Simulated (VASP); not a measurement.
A run of VASP 6.6.1:

The input INCAR:

```
PREC = Accurate
ENCUT = 520
EDIFF = 1E-6
ISMEAR = 0
SIGMA = 0.1
LREAL = False
LASPH = True
NELM = 100
ALGO = Fast
ISIF = 2
LWAVE = False
LCHARG = True
GGA = PE
LELF = True
LVHAR = True
NBANDS = 58
```

KPOINTS

```
Automatic mesh
0
Gamma
  4 4 4
```

The input POSCAR:

```
Ti8H
1.0
   -3.3207348575      3.2115884193      3.3207348575
    3.3253588615     -3.2115884193      3.3253588615
    3.3207348575      3.2115884193     -3.3207348575
Ti H
8 1
Direct
   -0.0202749534      0.0240391871     -0.0086317548
    0.0443141406      0.0240391871      0.5326709420
    0.0001353902      0.5330484819     -0.0196385457
   -0.0199627890      0.5013771188      0.4683940124
    0.4600211253     -0.0076321760     -0.0202049388
    0.5323466987     -0.0076321760      0.5125727628
    0.5329130918      0.5330484819      0.0526870277
    0.5213399078      0.5013771188      0.5329831064
    0.1313540765      0.2627081530      0.3813540765
```

Potentials or basis: VASP PAW PBE potentials, release 64 (Ti_sv, H).

Run with:

```sh
$ cat potpaw_PBE.64/Ti_sv/POTCAR potpaw_PBE.64/H/POTCAR > POTCAR
$ mpirun -np 1 vasp_std > vasp.out
```

Hardware: 1 thread of Intel(R) Xeon(R) 6975P-C (Granite Rapids), on a shared host.

Estimate the wall time of this run.

Run time: 7 min on 1 thread of Intel(R) Xeon(R) 6975P-C (Granite Rapids), with other jobs on the host, peak memory 0.32 GiB. Counts: scf iterations 67, k points 18.
